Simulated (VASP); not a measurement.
# Co: single point with RPBE

Co:

```
CELL_PARAMETERS angstrom
-1.33621 1.33621 1.33621
1.33621 -1.33621 1.33621
1.33621 1.33621 -1.33621
ATOMIC_POSITIONS crystal
Co 0.00000 0.00000 0.00000
```

This cell differs from its parent crystal: volume scaled by 0.88.

```json
{
 "Program": "VASP 6.6.1",
 "Task": "single point",
 "Functional": "RPBE",
 "Potentials or basis": "VASP PAW PBE potentials, release 64 (Co)",
 "Cutoff": "520 eV",
 "k mesh": "18 × 18 × 18",
 "Occupations": "fermi-dirac, width 0.1 eV",
 "Spin": "no spin polarisation",
 "Dipole correction": "no",
 "Further INCAR settings": "ALGO = Normal; EDIFF = 1e-06; NBANDS = 10"
}
```

* Pressure: 36.2 GPa

Levels at points of the mesh, in eV from the Fermi level:
| k point | band 1 | band 2 | band 3 | band 4 | band 5 | band 6 | band 7 | band 8 | band 9 | band 10 |
| --- | --- | --- | --- | --- | --- | --- | --- | --- | --- | --- |
| (0.00, 0.00, 0.00) | -9.58 | -2.10 | -2.10 | -2.10 | -0.33 | -0.33 | 27.03 | 27.03 | 27.03 | 33.47 |
| (0.50, 0.00, 0.00) | -5.27 | -3.41 | -0.36 | -0.09 | 0.35 | 1.04 | 8.68 | 20.03 | 22.80 | 26.22 |
| (0.50, 0.50, 0.50) | -4.99 | -4.99 | 0.73 | 0.73 | 0.73 | 11.05 | 11.05 | 11.05 | 17.55 | 17.55 |

Wall time 18 s on 1 thread of Intel(R) Xeon(R) Platinum 8259CL CPU @ 2.50GHz (Skylake/Cascade Lake) (shared host), peak memory 0.13 GiB.

Caveat: the PAW data sets were made with another functional, which shifts forces and pressure a little; the run has no spin polarisation, though such a crystal can be magnetic. Spin polarisation is off, so any magnetic state and its effect on volume and gap are missing.
